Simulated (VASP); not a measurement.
# Sc4Ta (Pm-3m) in VASP: notebook

Runs on Sc4Ta. Level: PBE. Tasks: single point.

Everything below comes from runs of VASP 6.6.1. Logs are shortened: lines on timing, memory, paths and dates and some standing lists are left out, and cuts for length are marked.

## Step 1: The cell of the first run

Symmetry: Pm-3m, No. 221, cubic system. The conventional cell has a = 4.574 Å, b = 4.574 Å, c = 4.574 Å, α = 90.00°, β = 90.00°, γ = 90.00°. Sc (site symmetry 4/mmm) has 2 Sc at 2.29 Å within 3.0 Å. Sc (site symmetry m-3m) has 6 Sc at 2.29 Å within 3.0 Å. Within 4.3 Å of Ta (site symmetry m-3m) lie 20 Sc at 3.23 to 3.96 Å.

## Step 2: Single point, PBE

Contents of INCAR:

```
  PREC = Accurate
  ENCUT = 520
  EDIFF = 1E-6
  ISMEAR = 0
  SIGMA = 0.1
  LREAL = F
  LASPH = T
  NELM = 80
  ALGO = Normal
  ISIF = 2
  LWAVE = F
  LCHARG = T
  GGA = PE
  LELF = T
  LVHAR = T
  NBANDS = 36
```

Contents of KPOINTS:

```
regular mesh
0
Gamma
  4 4 4
```

Contents of POSCAR:

```
Sc4Ta
1.0
    4.5740391600      0.0000000000      0.0000000000
    0.0000000000      4.5740391600      0.0000000000
    0.0000000000      0.0000000000      4.5740391600
Sc Ta
4 1
Direct
    0.0000000000      0.5000000000      0.5000000000
    0.5000000000      0.0000000000      0.5000000000
    0.5000000000      0.5000000000      0.0000000000
    0.5000000000      0.5000000000      0.5000000000
    0.0000000000      0.0000000000      0.0000000000
```

Potentials or basis: VASP PAW PBE potentials, release 64 (Sc_sv, Ta_pv).

Run with:

```bash
$ cat potpaw_PBE.64/Sc_sv/POTCAR potpaw_PBE.64/Ta_pv/POTCAR > POTCAR
$ mpirun -np 1 vasp_std > vasp.out
```

OUTCAR:

```text
PREC = Accurate
   ENCUT = 520
   EDIFF = 1E-6
   ISMEAR = 0
   LREAL = F
   LASPH = T
   NELM = 80
   ISIF = 2
   GGA = PE

 ion  position               nearest neighbor table
   1  0.000  0.500  0.500-   4 2.29   4 2.29   2 3.23   5 3.23   3 3.23   5 3.23   2 3.23   5 3.23
                             5 3.23   2 3.23   3 3.23   3 3.23   3 3.23   2 3.23
   2  0.500  0.000  0.500-   4 2.29   4 2.29   1 3.23   5 3.23   3 3.23   5 3.23   1 3.23   3 3.23
                             3 3.23   3 3.23   1 3.23   5 3.23   5 3.23   1 3.23
   3  0.500  0.500  0.000-   4 2.29   4 2.29   1 3.23   5 3.23   1 3.23   2 3.23   2 3.23   2 3.23
                             5 3.23   2 3.23   1 3.23   5 3.23   1 3.23   5 3.23
   4  0.500  0.500  0.500-   1 2.29   2 2.29   3 2.29   3 2.29   2 2.29   1 2.29
   5  0.000  0.000  0.000-   1 3.23   2 3.23   3 3.23   1 3.23   2 3.23   1 3.23   3 3.23   1 3.23
                             2 3.23   3 3.23   2 3.23   3 3.23

  LATTYP: Found a simple cubic cell.
 ALAT       =     4.5740391600

  Lattice vectors:

 A1 = (   4.5740391600,   0.0000000000,   0.0000000000)
 A2 = (   0.0000000000,   4.5740391600,   0.0000000000)
 A3 = (   0.0000000000,   0.0000000000,   4.5740391600)

Analysis of symmetry for initial positions (statically):
=====================================================================
 Subroutine PRICEL returns:
 Original cell was already a primitive cell.

 Routine SETGRP: Setting up the symmetry group for a
 simple cubic supercell.

 Subroutine GETGRP returns: Found 48 space group operations
 (whereof 48 operations were pure point group operations)
 out of a pool of 48 trial point group operations.

The static configuration has the point symmetry O_h .

Analysis of symmetry for dynamics (positions and initial velocities):
=====================================================================
 Subroutine PRICEL returns:
 Original cell was already a primitive cell.

 Routine SETGRP: Setting up the symmetry group for a
 simple cubic supercell.

 Subroutine GETGRP returns: Found 48 space group operations
 (whereof 48 operations were pure point group operations)
 out of a pool of 48 trial point group operations.

The dynamic configuration has the point symmetry O_h .

 Subroutine INISYM returns: Found 48 space group operations
 (whereof 48 operations are pure point group operations),
 and found     1 'primitive' translations

----------------------------------------------------------------------------------------

                                     Primitive cell

  volume of cell :      95.6973

  direct lattice vectors                    reciprocal lattice vectors
     4.574039160  0.000000000  0.000000000     0.218625151  0.000000000  0.000000000
     0.000000000  4.574039160  0.000000000     0.000000000  0.218625151  0.000000000
     0.000000000  0.000000000  4.574039160     0.000000000  0.000000000  0.218625151

  length of vectors
     4.574039160  4.574039160  4.574039160     0.218625151  0.218625151  0.218625151

  position of ions in fractional coordinates (direct lattice)
     0.000000000  0.500000000  0.500000000
     0.500000000  0.000000000  0.500000000
     0.500000000  0.500000000  0.000000000
     0.500000000  0.500000000  0.500000000
     0.000000000  0.000000000  0.000000000

  ion indices of the primitive-cell ions
   primitive index   ion index
                 1           1
                 2           2
                 3           3
                 4           4
                 5           5

----------------------------------------------------------------------------------------

 KPOINTS: regular mesh

Automatic generation of k-mesh.
 Grid dimensions read from file:
 generate k-points for:    4    4    4

 Generating k-lattice:

  Cartesian coordinates                     Fractional coordinates (reciprocal lattice)
     0.054656288  0.000000000  0.000000000     0.250000000  0.000000000  0.000000000
     0.000000000  0.054656288  0.000000000     0.000000000  0.250000000  0.000000000
     0.000000000  0.000000000  0.054656288     0.000000000  0.000000000  0.250000000

  Length of vectors
     0.054656288  0.054656288  0.054656288

  Shift w.r.t. Gamma in fractional coordinates (k-lattice)
     0.000000000  0.000000000  0.000000000

 Subroutine IBZKPT returns following result:
 ===========================================

 Found     10 irreducible k-points:

 Following reciprocal coordinates:
            Coordinates               Weight
  0.000000  0.000000  0.000000      1.000000
  0.250000  0.000000  0.000000      6.000000
  0.500000  0.000000  0.000000      3.000000
  0.250000  0.250000  0.000000     12.000000
  0.500000  0.250000  0.000000     12.000000
  0.500000  0.500000  0.000000      3.000000
  0.250000  0.250000  0.250000      8.000000
  0.500000  0.250000  0.250000     12.000000
  0.500000  0.500000  0.250000      6.000000
  0.500000  0.500000  0.500000      1.000000
   k-points           NKPTS =     10   k-points in BZ     NKDIM =     10   number of bands    NBANDS=     36
   number of dos      NEDOS =    301   number of ions     NIONS =      5
   total plane-waves  NPLWV =  46656
   dimension x,y,z NGX =    36 NGY =   36 NGZ =   36
   dimension x,y,z NGXF=    72 NGYF=   72 NGZF=   72
   ions per type =               4   1
   NGX,Y,Z   is equivalent  to a cutoff of  13.08, 13.08, 13.08 a.u.
   NGXF,Y,Z  is equivalent  to a cutoff of  26.17, 26.17, 26.17 a.u.
 SYSTEM =  unknown system
   PREC   = accura    normal or accurate (medium, high low for compatibility)
   ISTART =      0    job   : 0-new  1-cont  2-samecut
   ICHARG =      2    charge: 1-file 2-atom 10-const
   ISPIN  =      1    spin polarized calculation?
   LNONCOLLINEAR =      F non collinear calculations
   LSORBIT =      F    spin-orbit coupling
   LASPH  =      T    aspherical Exc in radial PAW
   ENCUT  =  520.0 eV  38.22 Ry    6.18 a.u.   8.50  8.50  8.50*2*pi/ulx,y,z
   NELM   =     80;   NELMIN=  2; NELMDL= -5     # of ELM steps
   EDIFF  = 0.1E-05   stopping-criterion for ELM
   LREAL  =      F    real-space projection
   EDIFFG = 0.1E-04   stopping-criterion for IOM
   NSW    =      0    number of steps for IOM
   IBRION =     -1    ionic relax: 0-MD 1-quasi-New 2-CG
   NFREE  =      0    steps in history (QN), initial steepest desc. (CG)
   ISIF   =      2    stress and relaxation
   ISYM   =      2    0-nonsym 1-usesym 2-fastsym
   POTIM  = 0.5000    time-step for ionic-motion
   TEBEG  =    0.0;   TEEND  =   0.0 temperature during run
   PSTRESS=    0.0 pullay stress
   NELECT =      55.0000    total number of electrons
   NUPDOWN=      -1.0000    fix difference up-down
   EMIN   =  10.00;   EMAX   =-10.00  energy-range for DOS
   EFERMI =   0.00;   METHOD = LEGACY
   ISMEAR =     0;   SIGMA  =   0.10  broadening in eV -4-tet -1-fermi 0-gaus
   EFERMI_NEDOS =   21; number of points for ismear=-14 and -15
   IALGO  =     38    algorithm
   IMIX   =      4    mixing-type and parameters
     AMIX     =   0.40;   BMIX     =  1.00
     AMIX_MAG =   1.60;   BMIX_MAG =  1.00
  volume/ion in A,a.u.               =      19.14       129.16
  Fermi-wavevector in a.u.,A,eV,Ry     =   1.361118  2.572140 25.206736  1.852643
  Thomas-Fermi vector in A             =   2.487722
   LORBIT       =      0    0 simple, 1 ext, 2 COOP (PROOUT), +10 PAW based schemes
   GGA     = PE    functional components
   LHFCALC =     F    Hartree Fock is set to
   AEXX    =    0.0000 exact exchange contribution
   IVDW    =     0    specifies the selected vdW correction
   LEPSILON=     F    determine dielectric tensor
   LRPA    =     F    only Hartree local field effects (RPA)
 non-spin polarized calculation
 Gauss-broadening in eV      SIGMA  =   0.10
  energy-cutoff  :      520.00
  volume of cell :       95.70
 maximum number of plane-waves:      2612
 NGX is ok and might be reduce to    36
   NGX = 17   NGY = 17   NGZ = 17

 number of electron      55.0000019 magnetization

 Free energy of the ion-electron system (eV)
  ---------------------------------------------------
  ext. energy  EPLUGINS =         0.00000000
  ---------------------------------------------------
  free energy    TOTEN  =       -29.83204871 eV

  energy without entropy =      -29.80788505  energy(sigma->0) =      -29.81996688

 E-fermi :   5.0037     XC(G=0): -11.1245

 val. band max:        4.9546809276   @ k =   0.5000   0.5000   0.0000
 cond. band min:       5.0201796312   @ k =   0.2500   0.2500   0.2500
 fundamental gap:      0.0654987036
 Fermi energy:         5.0036925926

 k-point     1 :       0.0000    0.0000    0.0000
  band No.  band energies     occupation
      1     -44.2414      2.00000
      2     -43.7419      2.00000
      3     -43.7419      2.00000
      4     -42.6905      2.00000
      5     -29.6549      2.00000
      6     -29.6549      2.00000
[... 28 lines left out ...]
     35       8.6472      0.00000
     36       8.6474      0.00000

 k-point     2 :       0.2500    0.0000    0.0000
  band No.  band energies     occupation
      1     -44.1849      2.00000
      2     -43.7555      2.00000
      3     -43.7418      2.00000
      4     -42.7497      2.00000
      5     -29.6555      2.00000
      6     -29.6544      2.00000
[... 28 lines left out ...]
     35       8.0087      0.00000
     36       8.5790      0.00000

 k-point     3 :       0.5000    0.0000    0.0000
  band No.  band energies     occupation
      1     -44.1185      2.00000
      2     -43.7759      2.00000
      3     -43.7417      2.00000
      4     -42.8117      2.00000
      5     -29.6562      2.00000
      6     -29.6538      2.00000
[... 28 lines left out ...]
     35       7.3106      0.00000
     36       7.3108      0.00000
[... 196 lines left out ...]
 k-point     9 :       0.5000    0.5000    0.2500
  band No.  band energies     occupation
      1     -43.8839      2.00000
      2     -43.7756      2.00000
      3     -43.7756      2.00000
      4     -43.0606      2.00000
      5     -29.6582      2.00000
      6     -29.6582      2.00000
[... 28 lines left out ...]
     35       6.7976      0.00000
     36       8.0799      0.00000

 k-point    10 :       0.5000    0.5000    0.5000
  band No.  band energies     occupation
      1     -43.7755      2.00000
      2     -43.7755      2.00000
      3     -43.7755      2.00000
      4     -43.1851      2.00000
      5     -29.6589      2.00000
      6     -29.6589      2.00000
[... 28 lines left out ...]
     35       7.1513      0.00000
     36       8.3370      0.00000

------------------------ aborting loop because EDIFF is reached ----------------------------------------

  FORCE on cell =-STRESS in cart. coord.  units (eV):
  Direction    XX          YY          ZZ          XY          YZ          ZX
  --------------------------------------------------------------------------------------
  -------------------------------------------------------------------------------------
  Total        8.3142267      8.3142267      8.3142267      0.0000000      0.0000000     -0.0000000
  in kB      139.1979398    139.1979398    139.1979398      0.0000000      0.0000000     -0.0000000
  external PRESSURE =     139.1979398 kB  Pullay stress =       0.0000000 kB

 VOLUME and BASIS-vectors are now :
 -----------------------------------------------------------------------------
  energy-cutoff  :      520.00
  volume of cell :       95.70
      direct lattice vectors                 reciprocal lattice vectors
     4.574039160  0.000000000  0.000000000     0.218625151  0.000000000  0.000000000
     0.000000000  4.574039160  0.000000000     0.000000000  0.218625151  0.000000000
     0.000000000  0.000000000  4.574039160     0.000000000  0.000000000  0.218625151

 POSITION                                       TOTAL-FORCE (eV/Angst)
 -----------------------------------------------------------------------------------
      0.00000      2.28702      2.28702         0.000000      0.000000      0.000000
      2.28702      0.00000      2.28702         0.000000      0.000000      0.000000
      2.28702      2.28702      0.00000         0.000000      0.000000      0.000000
      2.28702      2.28702      2.28702         0.000000      0.000000      0.000000
      0.00000      0.00000      0.00000         0.000000      0.000000      0.000000
 -----------------------------------------------------------------------------------
    total drift:                                0.000000      0.000000      0.000000

  FREE ENERGIE OF THE ION-ELECTRON SYSTEM (eV)
  ---------------------------------------------------
  free  energy   TOTEN  =       -29.8320487075 eV

  energy  without entropy=      -29.8078850484  energy(sigma->0) =      -29.81996688
```

Run time: 57 s. Hardware: 1 thread of Oxide Virtual Turin-like, shared host; peak memory 0.17 GiB.

What came out:

| Item | Value |
| --- | --- |
| Free energy | -29.8320 eV |
| Pressure | 13.9 GPa |

Levels at points of the mesh, in eV from the Fermi level:
| k point | band 25 | band 26 | band 27 | band 28 | band 29 | band 30 |
| --- | --- | --- | --- | --- | --- | --- |
| (0.00, 0.00, 0.00) | -2.07 | -0.75 | -0.75 | -0.24 | 0.44 | 0.44 |
| (0.50, 0.00, 0.00) | -1.27 | -0.76 | -0.42 | -0.41 | -0.41 | -0.09 |
| (0.50, 0.50, 0.00) | -1.67 | -0.43 | -0.05 | 0.46 | 0.49 | 0.99 |
| (0.50, 0.50, 0.50) | -0.65 | -0.65 | 0.83 | 0.83 | 1.55 | 1.55 |

Caveat: spin-orbit coupling is left out, which moves the levels of the heavy elements.

## Step 3: Single point, PBE

This run uses another cell than the first one, of 23.07 Å³/atom, 1.205 times its volume.

Contents of INCAR:

```
PREC = Accurate ; ENCUT = 520
EDIFF = 1E-6 ; ISMEAR = 0
SIGMA = 0.1 ; LREAL = F
LASPH = T ; NELM = 80
ALGO = Normal ; ISIF = 2
LWAVE = F ; LCHARG = F
GGA = PE ; NBANDS = 36
```

KPOINTS is that of step 2.

POSCAR: that of step 2 with these lines changed.

```diff
@@ -2,5 +2,5 @@
 1.0
-    4.5740391600      0.0000000000      0.0000000000
-    0.0000000000      4.5740391600      0.0000000000
-    0.0000000000      0.0000000000      4.5740391600
+    4.8678670818      0.0000000000      0.0000000000
+    0.0000000000      4.8678670818      0.0000000000
+    0.0000000000      0.0000000000      4.8678670818
 Sc Ta
```

Potentials or basis: VASP PAW PBE potentials, release 64 (Sc_sv, Ta_pv).

Run with:

```bash
$ cat potpaw_PBE.64/Sc_sv/POTCAR potpaw_PBE.64/Ta_pv/POTCAR > POTCAR
$ mpirun -np 1 vasp_std > vasp.out
```

Wall time 89 s (1 thread of Oxide Virtual Turin-like, shared host); peak memory 0.19 GiB.

Results (log left out):

```yaml
Free_energy: -30.5961 eV
Pressure: 0.3 GPa
```

Levels at points of the mesh, in eV from the Fermi level:
| k point | band 24 | band 25 | band 26 | band 27 | band 28 | band 29 | band 30 | band 31 |
| --- | --- | --- | --- | --- | --- | --- | --- | --- |
| (0.00, 0.00, 0.00) | -1.68 | -1.68 | -0.78 | -0.54 | -0.54 | 0.40 | 0.40 | 0.40 |
| (0.50, 0.00, 0.00) | -1.17 | -1.00 | -0.60 | -0.45 | -0.45 | -0.29 | -0.17 | 0.71 |
| (0.50, 0.50, 0.00) | -1.31 | -1.31 | -0.32 | -0.04 | 0.34 | 0.51 | 0.92 | 0.92 |
| (0.50, 0.50, 0.50) | -0.74 | -0.74 | -0.74 | 0.64 | 0.64 | 0.90 | 1.30 | 1.30 |

Caveat: spin-orbit coupling is left out, which moves the levels of the heavy elements.
